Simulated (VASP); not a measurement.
# GaAs (mix) (F-43m) in VASP: notebook, part 3 of 3

VASP 6.6.1.

### Step 4. Relaxation of cell and atoms, PBE

This run uses another cell than the first one, of 22.59 Å³/atom, 0.899 times its volume.

File INCAR:

```
ALGO     = Normal         # electronic algorithm
EDIFF    = 1E-7           # SCF threshold, eV
EDIFFG   = -0.002         # ionic threshold
ENCUT    = 500            # plane-wave cutoff, eV
GGA      = PE             # functional
GGA_COMPAT= F            
IBRION   = 2              # ionic algorithm
ISIF     = 3              # what is computed and relaxed
ISMEAR   = 0              # smearing method
LASPH    = T              # aspherical terms in the spheres
LCHARG   = F              # write CHGCAR
LREAL    = F              # projectors in reciprocal space
LWAVE    = F              # write WAVECAR
NELM     = 120            # most SCF steps
NELMIN   = 4            
NSW      = 100            # ionic steps
PREC     = Accurate       # precision mode
SIGMA    = 0.02           # smearing width, eV
```

File KPOINTS:

```
k-points
0
Gamma
  12 12 12
```

File POSCAR:

```
GaAs
1.0
    0.0000000000      2.8268500000      2.8268500000
    2.8268500000      0.0000000000      2.8268500000
    2.8268500000      2.8268500000      0.0000000000
Ga As
1 1
Direct
    0.0000000000      0.0000000000      0.0000000000
    0.2500000000      0.2500000000      0.2500000000
```

Potentials or basis: VASP PAW PBE potentials, release 64 (Ga_d, As).

Started as:

```
cat potpaw_PBE.64/Ga_d/POTCAR potpaw_PBE.64/As/POTCAR > POTCAR
mpirun -np 1 vasp_std > vasp.out
```

OUTCAR:

```text
EDIFF = 1E-7
   EDIFFG = -0.002
   ENCUT = 500
   GGA = PE
   IBRION = 2
   ISIF = 3
   ISMEAR = 0
   LASPH = T
   LREAL = F
   NELM = 120
   NELMIN = 4
   NSW = 100
   PREC = Accurate

 ion  position               nearest neighbor table
   1  0.000  0.000  0.000-   2 2.45   2 2.45   2 2.45   2 2.45
   2  0.250  0.250  0.250-   1 2.45   1 2.45   1 2.45   1 2.45

  LATTYP: Found a face centered cubic cell.
 ALAT       =     5.6537000000

  Lattice vectors:

 A1 = (   0.0000000000,   2.8268500000,   2.8268500000)
 A2 = (   2.8268500000,   0.0000000000,   2.8268500000)
 A3 = (   2.8268500000,   2.8268500000,   0.0000000000)

Analysis of symmetry for initial positions (statically):
=====================================================================
 Subroutine PRICEL returns:
 Original cell was already a primitive cell.

 Routine SETGRP: Setting up the symmetry group for a
 face centered cubic supercell.

 Subroutine GETGRP returns: Found 24 space group operations
 (whereof 24 operations were pure point group operations)
 out of a pool of 48 trial point group operations.

The static configuration has the point symmetry T_d .

Analysis of symmetry for dynamics (positions and initial velocities):
=====================================================================
 Subroutine PRICEL returns:
 Original cell was already a primitive cell.

 Routine SETGRP: Setting up the symmetry group for a
 face centered cubic supercell.

 Subroutine GETGRP returns: Found 24 space group operations
 (whereof 24 operations were pure point group operations)
 out of a pool of 48 trial point group operations.

The dynamic configuration has the point symmetry T_d .

 Subroutine INISYM returns: Found 24 space group operations
 (whereof 24 operations are pure point group operations),
 and found     1 'primitive' translations

----------------------------------------------------------------------------------------

                                     Primitive cell

  volume of cell :      45.1792

  direct lattice vectors                    reciprocal lattice vectors
     0.000000000  2.826850000  2.826850000    -0.176875321  0.176875321  0.176875321
     2.826850000  0.000000000  2.826850000     0.176875321 -0.176875321  0.176875321
     2.826850000  2.826850000  0.000000000     0.176875321  0.176875321 -0.176875321

  length of vectors
     3.997769609  3.997769609  3.997769609     0.306357042  0.306357042  0.306357042

  position of ions in fractional coordinates (direct lattice)
     0.000000000  0.000000000  0.000000000
     0.250000000  0.250000000  0.250000000

  ion indices of the primitive-cell ions
   primitive index   ion index
                 1           1
                 2           2

----------------------------------------------------------------------------------------

 KPOINTS: k-points

Automatic generation of k-mesh.
 Grid dimensions read from file:
 generate k-points for:   12   12   12

 Generating k-lattice:

  Cartesian coordinates                     Fractional coordinates (reciprocal lattice)
[... 50 lines left out ...]
 SYSTEM =  unknown system
   PREC   = accura    normal or accurate (medium, high low for compatibility)
   ISTART =      0    job   : 0-new  1-cont  2-samecut
   ICHARG =      2    charge: 1-file 2-atom 10-const
   ISPIN  =      1    spin polarized calculation?
   LNONCOLLINEAR =      F non collinear calculations
   LSORBIT =      F    spin-orbit coupling
   LASPH  =      T    aspherical Exc in radial PAW
   ENCUT  =  500.0 eV  36.75 Ry    6.06 a.u.   7.29  7.29  7.29*2*pi/ulx,y,z
   NELM   =    120;   NELMIN=  4; NELMDL= -5     # of ELM steps
   EDIFF  = 0.1E-06   stopping-criterion for ELM
   LREAL  =      F    real-space projection
   EDIFFG = -.2E-02   stopping-criterion for IOM
   NSW    =    100    number of steps for IOM
   IBRION =      2    ionic relax: 0-MD 1-quasi-New 2-CG
   NFREE  =      1    steps in history (QN), initial steepest desc. (CG)
   ISIF   =      3    stress and relaxation
   ISYM   =      2    0-nonsym 1-usesym 2-fastsym
   POTIM  = 0.5000    time-step for ionic-motion
   TEBEG  =    0.0;   TEEND  =   0.0 temperature during run
   PSTRESS=    0.0 pullay stress
   NELECT =      18.0000    total number of electrons
   NUPDOWN=      -1.0000    fix difference up-down
   EMIN   =  10.00;   EMAX   =-10.00  energy-range for DOS
   EFERMI =   0.00;   METHOD = LEGACY
   ISMEAR =     0;   SIGMA  =   0.02  broadening in eV -4-tet -1-fermi 0-gaus
   EFERMI_NEDOS =   21; number of points for ismear=-14 and -15
   IALGO  =     38    algorithm
   IMIX   =      4    mixing-type and parameters
     AMIX     =   0.40;   BMIX     =  1.00
     AMIX_MAG =   1.60;   BMIX_MAG =  1.00
  volume/ion in A,a.u.               =      22.59       152.44
  Fermi-wavevector in a.u.,A,eV,Ry     =   1.204628  2.276417 19.743799  1.451128
  Thomas-Fermi vector in A             =   2.340347
   LORBIT       =      0    0 simple, 1 ext, 2 COOP (PROOUT), +10 PAW based schemes
   GGA     = PE    functional components
   LHFCALC =     F    Hartree Fock is set to
   AEXX    =    0.0000 exact exchange contribution
   IVDW    =     0    specifies the selected vdW correction
   LEPSILON=     F    determine dielectric tensor
   LRPA    =     F    only Hartree local field effects (RPA)
 conjugate gradient relaxation of ions
 non-spin polarized calculation
 Gauss-broadening in eV      SIGMA  =   0.02
  energy-cutoff  :      500.00
  volume of cell :       45.18
 maximum number of plane-waves:      1174
 NGX is ok and might be reduce to    30
   NGX = 15   NGY = 15   NGZ = 15

--------------------------------------- Ionic step        1  -------------------------------------------

 number of electron      17.9999995 magnetization

 Free energy of the ion-electron system (eV)
  ---------------------------------------------------
  ext. energy  EPLUGINS =         0.00000000
  ---------------------------------------------------
  free energy    TOTEN  =        -8.25167135 eV

  energy without entropy =       -8.25167135  energy(sigma->0) =       -8.25167135

------------------------ aborting loop because EDIFF is reached ----------------------------------------

  FORCE on cell =-STRESS in cart. coord.  units (eV):
  Direction    XX          YY          ZZ          XY          YZ          ZX
  --------------------------------------------------------------------------------------
  -------------------------------------------------------------------------------------
  Total        0.9813309      0.9813309      0.9813309     -0.0000000      0.0000000      0.0000000
  in kB       34.8006840     34.8006840     34.8006840     -0.0000000      0.0000000      0.0000000
  external PRESSURE =      34.8006840 kB  Pullay stress =       0.0000000 kB
[... 59 lines left out ...]
--------------------------------------- Ionic step        3  -------------------------------------------

 number of electron      17.9999988 magnetization

 Free energy of the ion-electron system (eV)
  ---------------------------------------------------
  ext. energy  EPLUGINS =         0.00000000
  ---------------------------------------------------
  free energy    TOTEN  =        -8.27597347 eV

  energy without entropy =       -8.27597347  energy(sigma->0) =       -8.27597347

 E-fermi :   3.5422     XC(G=0):  -9.3621

 val. band max:        3.4676728078   @ k =   0.0000   0.0000   0.0000
 cond. band min:       3.6135087312   @ k =   0.0000   0.0000   0.0000
 fundamental gap:      0.1458359234
 Fermi energy:         3.5421567267

 k-point     1 :       0.0000    0.0000    0.0000
  band No.  band energies     occupation
      1     -11.2546      2.00000
      2     -11.2546      2.00000
      3     -11.2546      2.00000
      4     -11.1871      2.00000
      5     -11.1871      2.00000
      6      -8.9057      2.00000
      7       3.4677      2.00000
      8       3.4677      2.00000
      9       3.4677      2.00000
     10       3.6135      0.00000
     11       7.1831      0.00000
     12       7.1831      0.00000
     13       7.1831      0.00000
[... 354 lines left out ...]
  band No.  band energies     occupation
      1     -11.3230      2.00000
      2     -11.2349      2.00000
      3     -11.2322      2.00000
      4     -11.1876      2.00000
      5     -11.1847      2.00000
      6      -7.1197      2.00000
      7      -2.7778      2.00000
      8       0.8024      2.00000
      9       2.0909      2.00000
     10       5.6971      0.00000
     11       7.9770      0.00000
     12       8.9393      0.00000
     13      11.1847      0.00000

 [... further k-points ...]

------------------------ aborting loop because EDIFF is reached ----------------------------------------

  FORCE on cell =-STRESS in cart. coord.  units (eV):
  Direction    XX          YY          ZZ          XY          YZ          ZX
  --------------------------------------------------------------------------------------
  -------------------------------------------------------------------------------------
  Total       -0.0015281     -0.0015281     -0.0015281      0.0000000      0.0000000     -0.0000000
  in kB       -0.0515135     -0.0515135     -0.0515135      0.0000000      0.0000000     -0.0000000
  external PRESSURE =      -0.0515135 kB  Pullay stress =       0.0000000 kB
[... 17 lines left out ...]
  FREE ENERGIE OF THE ION-ELECTRON SYSTEM (eV)
  ---------------------------------------------------
  free  energy   TOTEN  =        -8.2759734665 eV

  energy  without entropy=       -8.2759734665  energy(sigma->0) =       -8.27597347

 reached required accuracy - stopping structural energy minimisation
```

It took 2.6 min on 1 thread of AMD EPYC 7R43 (Zen 3), shared host; peak memory 0.16 GiB.

What came out:

```yaml
Free_energy: -8.2760 eV
Relaxed_volume: 23.76 Å³/atom
Relaxed_cell: a = 4.066 Å, b = 4.066 Å, c = 4.066 Å, α = 60.00°, β = 60.00°, γ = 60.00°
Space_group_after_relaxing_to_0.05_Å: F-43m (No. 216)
Energy_gained_by_relaxing: 12.2 meV/atom
Ionic_steps: 3
Pressure_after_relaxing: 0.0 GPa
Band_gap_on_the_k_mesh: 0.15 eV, direct
```

Step by step:
```csv
step,energy change (eV),largest force (eV/Å),pressure (GPa),volume (Å³)
1,0.0000,0.0000,3.48,45.18
2,-0.0209,0.0000,-1.10,48.46
3,-0.0243,0.0000,-0.01,47.53
```

Final structure:
```yaml
crystal:
  lattice:
    - [0.00000, 2.87501, 2.87501]
    - [2.87501, 0.00000, 2.87501]
    - [2.87501, 2.87501, 0.00000]
  atoms:
    - { symbol: Ga, position: [0.00000, 0.00000, 0.00000] }
    - { symbol: As, position: [0.25000, 0.25000, 0.25000] }
```

PBE usually gives volumes a little too large and moduli too small. Zero-point motion and thermal expansion aren't in these numbers.

### Step 5. Summary

```tsv
task	cell	gap on the mesh (eV)	pressure (GPa)
single point	a = 4.142 Å, angles 60.0°, 2 atoms	none	-2.9
single point	a = 4.181 Å, angles 60.0°, 2 atoms	none	-4.1
relaxation of cell and atoms	relaxed from a = 3.998 Å, angles 60.0°, 2 atoms	0.15	0.0
```

Alike in all rows: level PBE; potentials or basis VASP PAW PBE potentials, release 64 (Ga_d, As); no spin polarisation; k mesh 12 × 12 × 12; cutoff (eV) 500; smearing gaussian 0.02 eV.

Total energies depend on the potentials used, so only differences within one code and one set of settings carry meaning.
